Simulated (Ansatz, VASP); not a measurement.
# One calculation of Ni, two programs

The input INCAR:

```
  PREC = Accurate
  ENCUT = 600
  EDIFF = 1E-6
  ISMEAR = -1
  SIGMA = 0.05
  LREAL = False
  LASPH = True
  NELM = 150
  ALGO = Normal
  ISIF = 3
  LWAVE = False
  LCHARG = False
  ISPIN = 2
  MAGMOM = 0.8 0.8 0.8 0.8
  LORBIT = 11
  LMAXMIX = 4
  GGA = B5
  ALDAX = 1.0
  AGGAX = 1.0
  AGGAC = 1.0
  ALDAC = 0.0
  IBRION = 2
  NSW = 80
  EDIFFG = -0.01
```

File KPOINTS:

```
Automatic mesh
0
Gamma
  14 14 4
```

The input POSCAR:

```
Ni
1.0
    2.4917559660      0.0000000000      0.0000000000
   -1.2458779830      2.1579239666      0.0000000000
    0.0000000000      0.0000000000      8.1380749850
Ni
4
Direct
    0.0000000000      0.0000000000      0.0000000000
    0.0000000000      0.0000000000      0.5000000000
    0.3333333333      0.6666666667      0.2500000000
    0.6666666667      0.3333333333      0.7500000000
```

Input for Ansatz:

```yaml
crystal:
  lattice:
    - [2.491755966, 0.0, 0.0]
    - [-1.245877983, 2.1579239666, 0.0]
    - [0.0, 0.0, 8.138074985]
  atoms:
    - { symbol: Ni, position: [0.0, 0.0, 0.0], spin: 0.8 }
    - { symbol: Ni, position: [0.0, 0.0, 0.5], spin: 0.8 }
    - { symbol: Ni, position: [0.3333333333, 0.6666666667, 0.25], spin: 0.8 }
    - { symbol: Ni, position: [0.6666666667, 0.3333333333, 0.75], spin: 0.8 }
hamiltonian:
  xc: blyp
  pseudopotentials:
    kind: paw
    azcp:
      Ni: "pseudopotentials/Ni.paw.azcp"
basis:
  ecutwfc: 420
  fft_grid_basis: typed
kpoints:
  mp_grid: { grid: [14, 14, 4], shift: [0, 0, 0] }
magnetization:
  spin_polarized: true
scf:
  occupations: { method: fermi_dirac, width: 0.05 }
relax:
  max_steps: 60
  f_tol: 0.01
  cell: {}
```

Alike in both runs: task relaxation of cell and atoms; functional BLYP; k mesh 14 × 14 × 4; occupations fermi-dirac, width 0.05 eV; collinear spin.

|  | VASP | Ansatz |
| --- | --- | --- |
| version | VASP 6.6.1 | Ansatz 0.2.0 |
| potentials or method | VASP PAW PBE potentials, release 64 (Ni), cutoff 600 eV | plane waves (420 eV) with PAW, scalar-relativistic |
| valence electrons in the cell | 40 | 72 |

```tsv
	VASP	Ansatz	Ansatz less VASP
net moment per atom (μB)	0.60	0.63	+0.029
size of the moment on the site where the two differ most (μB)	0.60	0.66	+0.052
relaxed volume (Å³/atom)	11.45	11.46	+0.012
relaxed length of the cell vector where the two differ most in proportion (Å)	2.526	2.528	+0.0017
```

VASP's potentials were made for PBE, not for BLYP. Site moments also hang on the region over which each program counts them. VASP's potentials hold 40 valence electrons a cell and Ansatz's 72, so a difference there can come from the potentials and not from the codes.
